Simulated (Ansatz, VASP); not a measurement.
# Two plane-wave programs on C

File INCAR:

```
SYSTEM = C
PREC = Accurate ; ENCUT = 1300
EDIFF = 1E-7 ; ISMEAR = -1
SIGMA = 0.05 ; LREAL = .False.
LASPH = .True. ; NELM = 120
ALGO = Normal ; ISIF = 3
LWAVE = .False. ; LCHARG = .False.
GGA = RP ; IBRION = 2
NSW = 80 ; EDIFFG = -0.01
GGA_COMPAT = .False. ; NELMIN = 4
```

The input KPOINTS:

```
Automatic mesh
0
Gamma
  8 8 3
  0 0 0
```

Contents of POSCAR:

```
C
1.0
    2.4640014744      0.0000000000      0.0000000000
   -1.2320007372      2.1338878718      0.0000000000
    0.0000000000      0.0000000000      6.7110000000
C
4
Direct
    0.0000000000      0.0000000000      0.2500000000
    0.0000000000      0.0000000000      0.7500000000
    0.3333333333      0.6666666667      0.2500000000
    0.6666666667      0.3333333333      0.7500000000
```

Input for Ansatz:

```yaml
crystal:
  lattice:
    - [2.4640014744, 0.0, 0.0]
    - [-1.2320007372, 2.1338878718, 0.0]
    - [0.0, 0.0, 6.711]
  atoms:
    - { symbol: C, position: [0.0, 0.0, 0.25] }
    - { symbol: C, position: [0.0, 0.0, 0.75] }
    - { symbol: C, position: [0.3333333333, 0.6666666667, 0.25] }
    - { symbol: C, position: [0.6666666667, 0.3333333333, 0.75] }
hamiltonian:
  xc: rpbe
  pseudopotentials:
    kind: paw
    azcp:
      C: "pseudopotentials/C.paw.azcp"
basis:
  ecutwfc: 420
  fft_grid_basis: typed
kpoints:
  mp_grid: { grid: [8, 8, 3], shift: [0, 0, 0] }
magnetization:
  spin_polarized: false
scf:
  occupations: { method: fermi_dirac, width: 0.05 }
relax:
  max_steps: 60
  f_tol: 0.01
  cell: {}
```

Alike in both runs: task relaxation of cell and atoms; functional RPBE; k mesh 8 × 8 × 3; occupations fermi-dirac, width 0.05 eV; no spin polarisation.

```csv
,VASP,Ansatz
version,VASP 6.6.1,Ansatz 0.2.0
potentials or method,"VASP PAW PBE potentials, release 64 (C_h), cutoff 1300 eV","plane waves (420 eV) with PAW, scalar-relativistic"
valence electrons in the cell,16,16
```

```tsv
	VASP	Ansatz	Ansatz less VASP
relaxed volume (Å³/atom)	11.58	12.83	+1.242
relaxed length of the cell vector where the two differ most in proportion (Å)	8.726	9.655	+0.9288
```

VASP's potentials were made for PBE, not for RPBE. One of these differences is far larger than is usual between the two programs; its cause wasn't traced.

Noted on VASP's run: the volume moved by over 15 % at a fixed basis, so the end points are rough.
